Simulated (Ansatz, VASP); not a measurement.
**Mg2B3 in VASP and in Ansatz**

```xyz
10
Lattice="6.7078 0.0000 0.0000 0.0000 6.7078 0.0000 0.0000 0.0000 3.1426" Properties=species:S:1:pos:R:3 pbc="T T T"
Mg    5.0541    1.6536    0.0000
Mg    1.6536    5.0541    0.0000
Mg    1.6536    1.6536    1.5713
Mg    5.0541    5.0541    1.5713
B     3.3539    0.0000    2.3570
B     3.3539    0.0000    0.7857
B     0.0000    3.3539    2.3570
B     0.0000    3.3539    0.7857
B     0.0000    0.0000    2.3570
B     0.0000    0.0000    0.7857
```

Change from the starting cell: species swapped into the Ti2H3 type (P4_2/mcm, No. 132).

Alike in both runs: functional PBE; k mesh 6 × 6 × 12; occupations gaussian, width 0.1 eV; no spin polarisation.

Ansatz relaxed the structure, and its values are those at the end. VASP's run is a single point on that final structure, the one shown.

|  | VASP | Ansatz |
| --- | --- | --- |
| version | VASP 6.6.1 | Ansatz 0.2.0 |
| potentials or method | VASP PAW PBE potentials, release 64 (Mg, B), cutoff 520 eV | scalar-relativistic, plane waves, PAW |
| valence electrons in the cell | 26 | 58 |

|  | VASP | Ansatz | Ansatz less VASP |
| --- | --- | --- | --- |
| gap on the k mesh at the Fermi level (eV) | none | none | - |
| pressure (GPa) | -0.2 | 0.0 | +0.15 |

A gap of «none» marks a metal or a gap that the smearing closes. VASP's potentials hold 26 valence electrons a cell and Ansatz's 58, so a difference there can come from the potentials and not from the codes.
